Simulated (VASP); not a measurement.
# TiB2 (P6/mmm) in VASP: a series of runs

The runs below take TiB2 through single point, with LDA.

Everything below comes from runs of VASP 6.6.1. Logs are shortened: lines on timing, memory, paths and dates and some standing lists are left out, and cuts for length are marked.

## 1. The cell of the first run

The structure is hexagonal, space group P6/mmm (No. 191). The conventional cell has a = 2.967 Å, b = 2.967 Å, c = 3.162 Å, α = 90.00°, β = 90.00°, γ = 120.00°. Ti (site symmetry 6/mmm) has 12 B at 2.33 Å and 6 Ti at 2.97 Å within 3.1 Å. Within 2.3 Å of B (site symmetry -6m2) lie 3 B at 1.71 Å.

## 2. Single point, LDA

The input, INCAR:

```
PREC = Accurate
ENCUT = 520
EDIFF = 1E-7
ISMEAR = -1
SIGMA = 0.1
LREAL = F
LASPH = T
NELM = 80
ALGO = Normal
ISIF = 2
LWAVE = F
LCHARG = F
NBANDS = 16
```

The input, KPOINTS:

```
regular mesh
0
Gamma
  11 11 9
```

The input, POSCAR:

```
TiB2
1.0
    2.9673622405      0.0000000000      0.0000000000
   -1.4836811203      2.5698110794      0.0000000000
    0.0000000000      0.0000000000      3.1624957934
Ti B
1 2
Direct
    0.0000000000      0.0000000000      0.0000000000
    0.3333333333      0.6666666667      0.5000000000
    0.6666666667      0.3333333333      0.5000000000
```

Potentials or basis: VASP PAW LDA potentials, release 64 (Ti_sv, B).

Command:

```console
cat potpaw_LDA.64/Ti_sv/POTCAR potpaw_LDA.64/B/POTCAR > POTCAR
mpirun -np 1 vasp_std > vasp.out
```

OUTCAR:

```text
PREC = Accurate
   ENCUT = 520
   EDIFF = 1E-7
   ISMEAR = -1
   LREAL = F
   LASPH = T
   NELM = 80
   ISIF = 2

 ion  position               nearest neighbor table
   1  0.000  0.000  0.000-   2 2.33   2 2.33   3 2.33   3 2.33   2 2.33   3 2.33   2 2.33   3 2.33
                             3 2.33   3 2.33   2 2.33   2 2.33
   2  0.333  0.667  0.500-   3 1.71   3 1.71   3 1.71   1 2.33   1 2.33   1 2.33   1 2.33   1 2.33
                             1 2.33
   3  0.667  0.333  0.500-   2 1.71   2 1.71   2 1.71   1 2.33   1 2.33   1 2.33   1 2.33   1 2.33
                             1 2.33

  LATTYP: Found a hexagonal cell.
 ALAT       =     2.9673622405
 C/A-ratio  =     1.0657599366

  Lattice vectors:

 A1 = (   2.9673622405,   0.0000000000,   0.0000000000)
 A2 = (  -1.4836811203,   2.5698110794,   0.0000000000)
 A3 = (   0.0000000000,   0.0000000000,   3.1624957934)

Analysis of symmetry for initial positions (statically):
=====================================================================
 Subroutine PRICEL returns:
 Original cell was already a primitive cell.

 Routine SETGRP: Setting up the symmetry group for a
 hexagonal supercell.

 Subroutine GETGRP returns: Found 24 space group operations
 (whereof 24 operations were pure point group operations)
 out of a pool of 24 trial point group operations.

The static configuration has the point symmetry D_6h.

Analysis of symmetry for dynamics (positions and initial velocities):
=====================================================================
 Subroutine PRICEL returns:
 Original cell was already a primitive cell.

 Routine SETGRP: Setting up the symmetry group for a
 hexagonal supercell.

 Subroutine GETGRP returns: Found 24 space group operations
 (whereof 24 operations were pure point group operations)
 out of a pool of 24 trial point group operations.

The dynamic configuration has the point symmetry D_6h.

 Subroutine INISYM returns: Found 24 space group operations
 (whereof 24 operations are pure point group operations),
 and found     1 'primitive' translations

----------------------------------------------------------------------------------------

                                     Primitive cell

  volume of cell :      24.1158

  direct lattice vectors                    reciprocal lattice vectors
     2.967362240  0.000000000  0.000000000     0.336999638  0.194566832  0.000000000
[... 83 lines left out ...]
   LNONCOLLINEAR =      F non collinear calculations
   LSORBIT =      F    spin-orbit coupling
   LASPH  =      T    aspherical Exc in radial PAW
   ENCUT  =  520.0 eV  38.22 Ry    6.18 a.u.   5.52  5.52  5.88*2*pi/ulx,y,z
   NELM   =     80;   NELMIN=  2; NELMDL= -5     # of ELM steps
   EDIFF  = 0.1E-06   stopping-criterion for ELM
   LREAL  =      F    real-space projection
   EDIFFG = 0.1E-05   stopping-criterion for IOM
   NSW    =      0    number of steps for IOM
   IBRION =     -1    ionic relax: 0-MD 1-quasi-New 2-CG
   NFREE  =      0    steps in history (QN), initial steepest desc. (CG)
   ISIF   =      2    stress and relaxation
   ISYM   =      2    0-nonsym 1-usesym 2-fastsym
   POTIM  = 0.5000    time-step for ionic-motion
   TEBEG  =    0.0;   TEEND  =   0.0 temperature during run
   PSTRESS=    0.0 pullay stress
   NELECT =      18.0000    total number of electrons
   NUPDOWN=      -1.0000    fix difference up-down
   EMIN   =  10.00;   EMAX   =-10.00  energy-range for DOS
   EFERMI =   0.00;   METHOD = LEGACY
   ISMEAR =    -1;   SIGMA  =   0.10  broadening in eV -4-tet -1-fermi 0-gaus
   EFERMI_NEDOS =   21; number of points for ismear=-14 and -15
   IALGO  =     38    algorithm
   IMIX   =      4    mixing-type and parameters
     AMIX     =   0.40;   BMIX     =  1.00
     AMIX_MAG =   1.60;   BMIX_MAG =  1.00
  volume/ion in A,a.u.               =       8.04        54.25
  Fermi-wavevector in a.u.,A,eV,Ry     =   1.485018  2.806277 30.004641  2.205279
  Thomas-Fermi vector in A             =   2.598482
   LORBIT       =      0    0 simple, 1 ext, 2 COOP (PROOUT), +10 PAW based schemes
   GGA     = CA    functional components
   LHFCALC =     F    Hartree Fock is set to
   AEXX    =    0.0000 exact exchange contribution
   IVDW    =     0    specifies the selected vdW correction
   LEPSILON=     F    determine dielectric tensor
   LRPA    =     F    only Hartree local field effects (RPA)
 non-spin polarized calculation
  energy-cutoff  :      520.00
  volume of cell :       24.12
 maximum number of plane-waves:       666
 NGX is ok and might be reduce to    24
   NGX = 11   NGY = 11   NGZ = 11

 number of electron      17.9999999 magnetization

 Free energy of the ion-electron system (eV)
  ---------------------------------------------------
  ext. energy  EPLUGINS =         0.00000000
  ---------------------------------------------------
  free energy    TOTEN  =       -26.91523234 eV

  energy without entropy =      -26.90413106  energy(sigma->0) =      -26.90968170

 E-fermi :  10.5853     XC(G=0): -13.2523

 val. band max:       10.5734669930   @ k =   0.1818   0.1818   0.1111
 cond. band min:      10.6058070379   @ k =   0.0909   0.0000   0.3333
 fundamental gap:      0.0323400450
 Fermi energy:        10.5853311310

 k-point     1 :       0.0000    0.0000    0.0000
  band No.  band energies     occupation
      1     -45.4758      2.00000
      2     -22.2334      2.00000
      3     -21.8608      2.00000
      4     -21.8608      2.00000
      5      -3.0029      2.00000
      6       7.8985      2.00000
[... 433 lines left out ...]
      3     -22.0981      2.00000
      4     -21.9237      2.00000
      5      -1.7434      2.00000
      6       5.6556      2.00000
[... 8 lines left out ...]
     15      19.1158      0.00000
     16      20.2691      0.00000

 [... further k-points ...]
[... 5 lines left out ...]
  --------------------------------------------------------------------------------------
  -------------------------------------------------------------------------------------
  Total        1.1629723      1.1629723      0.3487549     -0.0000000     -0.0000000      0.0000000
  in kB       77.2641890     77.2641888     23.1701671     -0.0000000     -0.0000000      0.0000000
  external PRESSURE =      59.2328483 kB  Pullay stress =       0.0000000 kB

 VOLUME and BASIS-vectors are now :
 -----------------------------------------------------------------------------
  energy-cutoff  :      520.00
  volume of cell :       24.12
      direct lattice vectors                 reciprocal lattice vectors
     2.967362240  0.000000000  0.000000000     0.336999638  0.194566832  0.000000000
    -1.483681120  2.569811079  0.000000000     0.000000000  0.389133664  0.000000000
     0.000000000  0.000000000  3.162495793     0.000000000  0.000000000  0.316205954

 POSITION                                       TOTAL-FORCE (eV/Angst)
 -----------------------------------------------------------------------------------
      0.00000      0.00000      0.00000        -0.000000      0.000000      0.000000
     -0.00000      1.71321      1.58125         0.000000      0.000000      0.000000
      1.48368      0.85660      1.58125        -0.000000     -0.000000     -0.000000
 -----------------------------------------------------------------------------------
    total drift:                               -0.000000      0.000000     -0.000000

  FREE ENERGIE OF THE ION-ELECTRON SYSTEM (eV)
  ---------------------------------------------------
  free  energy   TOTEN  =       -26.9152323365 eV

  energy  without entropy=      -26.9041310617  energy(sigma->0) =      -26.90968170
```

stdout:

```text
POSCAR found type information on POSCAR TiB
 POSCAR found :  2 types and       3 ions
 scaLAPACK will be used
 LDA part: xc-table for (Slater(with rela. corr.)+CA(PZ))
 , standard interpolation
 POSCAR, INCAR and KPOINTS ok, starting setup
 FFT: planning ... GRIDC
 FFT: planning ... GRID_SOFT
 FFT: planning ... GRID
 WAVECAR not read
 entering main loop
```

Run time: 49 s. Hardware: 1 thread of AMD EPYC 7R13, shared host; peak memory 0.12 GiB.

What came out:

```yaml
Free_energy: -26.9152 eV
Pressure: 5.9 GPa
Band_gap_on_the_k_mesh: zero (band 9 reaches 10.83 eV, above the bottom of band 10 at 10.33 eV)
```

Stress tensor (GPa, compression positive):
```
7.73 0.00 0.00
0.00 7.73 0.00
0.00 0.00 2.32
```

Levels at points of the mesh, in eV from the Fermi level:
| k point | band 6 | band 7 | band 8 | band 9 | band 10 | band 11 | band 12 | band 13 |
| --- | --- | --- | --- | --- | --- | --- | --- | --- |
| (0.00, 0.00, 0.00) | -2.69 | -2.69 | -2.24 | -2.23 | 2.09 | 2.09 | 3.97 | 3.97 |

## 3. Single point, LDA

This run uses another cell than the first one, of 8.21 Å³/atom, 1.021 times its volume.

The input, INCAR:

```
  PREC = Accurate
  ENCUT = 520
  EDIFF = 1E-6
  ISMEAR = -1
  SIGMA = 0.1
  LREAL = F
  LASPH = T
  NELM = 100
  ALGO = Normal
  ISIF = 2
  LWAVE = F
  LCHARG = F
  GGA = CA
  NBANDS = 16
```

The input, KPOINTS:

```
Automatic mesh
0
Gamma
  11 11 9
```

The input, POSCAR:

```
TiB2
1.0
    2.9882598462      0.0000000000      0.0000000000
   -1.4941299231      2.5879089368      0.0000000000
    0.0000000000      0.0000000000      3.1847676243
Ti B
1 2
Direct
    0.0000000000      0.0000000000      0.0000000000
    0.3333333333      0.6666666667      0.5000000000
    0.6666666667      0.3333333333      0.5000000000
```

Potentials or basis: VASP PAW LDA potentials, release 64 (Ti_sv, B).

Command:

```console
cat potpaw_LDA.64/Ti_sv/POTCAR potpaw_LDA.64/B/POTCAR > POTCAR
mpirun -np 1 vasp_std > vasp.out
```

Run time: 38 s. Hardware: 1 thread of AMD EPYC 7R13, shared host; peak memory 0.12 GiB.

The run converged. Its results:

| Item | Value |
| --- | --- |
| Free energy | -26.9246 eV |
| Pressure | -0.1 GPa |
| Band gap on the k mesh | zero (band 9 reaches 10.58 eV, above the bottom of band 10 at 10.10 eV) |

Stress tensor (GPa, compression positive):
```
 1.22  0.00  0.00
 0.00  1.22  0.00
 0.00  0.00 -2.85
```

Levels at points of the mesh, in eV from the Fermi level:
```csv
k point,band 5,band 6,band 7,band 8,band 9,band 10,band 11,band 12,band 13,band 14
"(0.00, 0.00, 0.00)",-13.48,-2.64,-2.64,-2.23,-2.18,2.03,2.03,3.87,3.87,6.02
```

## 4. Single point, LDA

This run uses another cell than the first one, of 8.38 Å³/atom, 1.043 times its volume.

The input, INCAR:

```
SYSTEM = TiB2
PREC = Accurate
ENCUT = 520
EDIFF = 1E-6
ISMEAR = -1
SIGMA = 0.1
LREAL = .False.
LASPH = .True.
NELM = 80
ALGO = Normal
ISIF = 2
LWAVE = .False.
LCHARG = .False.
GGA = CA
NBANDS = 16
```

The input, KPOINTS:

```
Automatic mesh
0
Gamma
  11 11 9
  0 0 0
```

The input, POSCAR:

```
TiB2
1.0
    3.0088691861      0.0000000000      0.0000000000
   -1.5044345930      2.6057571487      0.0000000000
    0.0000000000      0.0000000000      3.2067322330
Ti B
1 2
Direct
    0.0000000000      0.0000000000      0.0000000000
    0.3333333333      0.6666666667      0.5000000000
    0.6666666667      0.3333333333      0.5000000000
```

Command:

```console
cat potpaw_LDA.64/Ti_sv/POTCAR potpaw_LDA.64/B/POTCAR > POTCAR
mpirun -np 1 vasp_std > vasp.out
```

Run time: 46 s. Hardware: 1 thread of AMD EPYC 7R13, shared host; peak memory 0.12 GiB.

It converged, with:

```
Free energy            : -26.9153 eV
Pressure               : -5.7 GPa
Band gap on the k mesh : zero (band 9 reaches 10.33 eV, above the bottom of band 10 at 9.87 eV)
```

Stress tensor (GPa, compression positive):
```
-4.78  0.00  0.00
 0.00 -4.78  0.00
 0.00  0.00 -7.59
```

Levels at points of the mesh, in eV from the Fermi level:
```
           k point  band 6  band 7  band 8  band 9  band 10  band 11  band 12  band 13
(0.00, 0.00, 0.00)   -2.59   -2.59   -2.23   -2.13     1.97     1.97     3.77     3.77
```

## 5. Single point, LDA

This run uses another cell than the first one, of 8.55 Å³/atom, 1.064 times its volume.

The input, INCAR:

```
SYSTEM = TiB2
PREC = Accurate ; ENCUT = 520
EDIFF = 1E-6 ; ISMEAR = -1
SIGMA = 0.1 ; LREAL = .FALSE.
LASPH = .TRUE. ; NELM = 100
ALGO = Normal ; ISIF = 2
LWAVE = .FALSE. ; LCHARG = .FALSE.
NBANDS = 16
```

The input, KPOINTS:

```
regular mesh
0
G
  11 11 9
  0 0 0
```

The input, POSCAR:

```
TiB2
1.0
    3.0292000000      0.0000000000      0.0000000000
   -1.5146000000      2.6233641500      0.0000000000
    0.0000000000      0.0000000000      3.2284000000
Ti B
1 2
Direct
    0.0000000000      0.0000000000      0.0000000000
    0.3333333333      0.6666666667      0.5000000000
    0.6666666667      0.3333333333      0.5000000000
```

Command:

```console
cat potpaw_LDA.64/Ti_sv/POTCAR potpaw_LDA.64/B/POTCAR > POTCAR
mpirun -np 1 vasp_std > vasp.out
```

Run time: 47 s. Hardware: 1 thread of AMD EPYC 7R13, shared host; peak memory 0.12 GiB.

The run converged. Its results:

```yaml
Free_energy: -26.8892 eV
Pressure: -10.7 GPa
Band_gap_on_the_k_mesh: zero (band 9 reaches 10.10 eV, above the bottom of band 10 at 9.66 eV)
```

Stress tensor (GPa, compression positive):
```
-10.17   0.00   0.00
  0.00 -10.17   0.00
  0.00   0.00 -11.81
```

Levels at points of the mesh, in eV from the Fermi level:
```csv
k point,band 6,band 7,band 8,band 9,band 10,band 11,band 12,band 13
"(0.00, 0.00, 0.00)",-2.55,-2.55,-2.22,-2.08,1.91,1.91,3.67,3.67
```

## 6. Summary

```tsv
cell	gap on the mesh (eV)	pressure (GPa)
a = 2.967, b = 2.967, c = 3.162 Å, angles 90.0, 90.0, 120.0°, 3 atoms	none	5.9
a = 2.988, b = 2.988, c = 3.185 Å, angles 90.0, 90.0, 120.0°, 3 atoms	none	-0.1
a = 3.009, b = 3.009, c = 3.207 Å, angles 90.0, 90.0, 120.0°, 3 atoms	none	-5.7
a = 3.029, b = 3.029, c = 3.228 Å, angles 90.0, 90.0, 120.0°, 3 atoms	none	-10.7
```

Alike in all rows: task single point; level LDA; potentials or basis VASP PAW LDA potentials, release 64 (Ti_sv, B); no spin polarisation; k mesh 11 × 11 × 9; cutoff (eV) 520; smearing fermi-dirac 0.1 eV.

Total energies depend on the potentials used, so only differences within one code and one set of settings carry meaning.
